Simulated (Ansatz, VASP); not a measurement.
Given: the input of a run of Ansatz 0.2.0 on P.

The input input.yaml:

```yaml
crystal:
  lattice:
    - [1.725725178, 0.9963478961, 3.1296800121]
    - [-1.725725178, 0.9963478961, 3.1296800121]
    - [0.0, -1.9926957921, 3.1296800121]
  atoms:
    - { symbol: P, position: [0.77291975, 0.77291975, 0.77291975], spin: 0.5 }
    - { symbol: P, position: [0.22708025, 0.22708025, 0.22708025], spin: -0.5 }
hamiltonian:
  xc: rpbe
  pseudopotentials: { kind: paw, partial_waves: polarizable }
magnetization:
  spin_polarized: true
kpoints:
  mp_grid: { grid: [9, 9, 9] }
scf:
  occupations: { method: methfessel_paxton, width: 0.1 }
output:
  forces: true
  stress: true
relax:
  f_tol: 0.01
  max_steps: 40
  cell: { stress_tol: 0.05 }
```

Potentials or basis: Ansatz PAW polarizable.

Launch:

```bash
$ ansatz run input.yaml --threads 2 --pin off --max-ram 5120MiB --backend cpu --events-out ev --progress --plain --runs-dir out
```

Q: Translate it to VASP 6.6.1. Potentials there: VASP PAW PBE potentials, release 64 (P).

A: As run (the cutoff follows the program's own potentials):

File INCAR:

```
SYSTEM = P
PREC = Accurate
ENCUT = 600
EDIFF = 1E-6
ISMEAR = 1
SIGMA = 0.1
LREAL = .False.
LASPH = .True.
NELM = 150
ALGO = Normal
ISIF = 3
LWAVE = .False.
LCHARG = .False.
ISPIN = 2
MAGMOM = 0.5 -0.5
LORBIT = 11
GGA = RP
IBRION = 2
NSW = 60
EDIFFG = -0.01
```

The input KPOINTS:

```
Automatic mesh
0
Gamma
  9 9 9
  0 0 0
```

File POSCAR:

```
P
1.0
    1.7257251780      0.9963478961      3.1296800121
   -1.7257251780      0.9963478961      3.1296800121
    0.0000000000     -1.9926957921      3.1296800121
P
2
Direct
    0.7729197500      0.7729197500      0.7729197500
    0.2270802500      0.2270802500      0.2270802500
```

Potentials or basis: VASP PAW PBE potentials, release 64 (P).

Command:

```bash
$ cat potpaw_PBE.64/P/POTCAR > POTCAR
$ mpirun -np 1 vasp_std > vasp.out
```

Both were run:

|  | VASP | Ansatz | Ansatz less VASP |
| --- | --- | --- | --- |
| net moment per atom (μB) | 0.00 | 0.00 | 0.000 |
| relaxed volume (Å³/atom) | 16.71 | 16.77 | +0.065 |
| relaxed cell length with the largest relative difference (Å) | 3.747 | 3.748 | +0.0016 |

VASP's potentials were made for PBE, not for RPBE.

Noted on Ansatz's run: the plane-wave basis is chosen anew once the cell has moved, so the energies of steps on either side of that aren't comparable.
